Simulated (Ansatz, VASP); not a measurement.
One calculation of ZnS, two programs

```
Zn S
1.0
     0.00000    2.69368    2.69368
     2.69368    0.00000    2.69368
     2.69368    2.69368    0.00000
Zn S
1 1
Direct
  0.00000 0.00000 0.00000
  0.75000 0.75000 0.75000
```

Alike in both runs: task relaxation of cell and atoms; functional LDA; k mesh 10 × 10 × 10; occupations gaussian, width 0.02 eV; no spin polarisation.

|  | VASP | Ansatz |
| --- | --- | --- |
| version | VASP 6.6.1 | Ansatz 0.2.0 |
| potentials or method | VASP PAW LDA potentials, release 64 (Zn, S), cutoff 600 eV | scalar-relativistic, plane waves, PAW |
| valence electrons in the cell | 18 | 18 |

```csv
,VASP,Ansatz,Ansatz less VASP
"gap on the k mesh at the Fermi level, each at its own relaxed structure (eV)",2.15,2.12,-0.029
relaxed volume (Å³/atom),18.63,18.58,-0.051
relaxed cell length with the largest relative difference (Å),3.749,3.745,-0.0034
```

Ansatz warns that its potentials were made for another functional, while VASP's fit it. LDA's correlation is that of Perdew and Zunger in VASP and of Perdew and Wang (1992) in Ansatz.
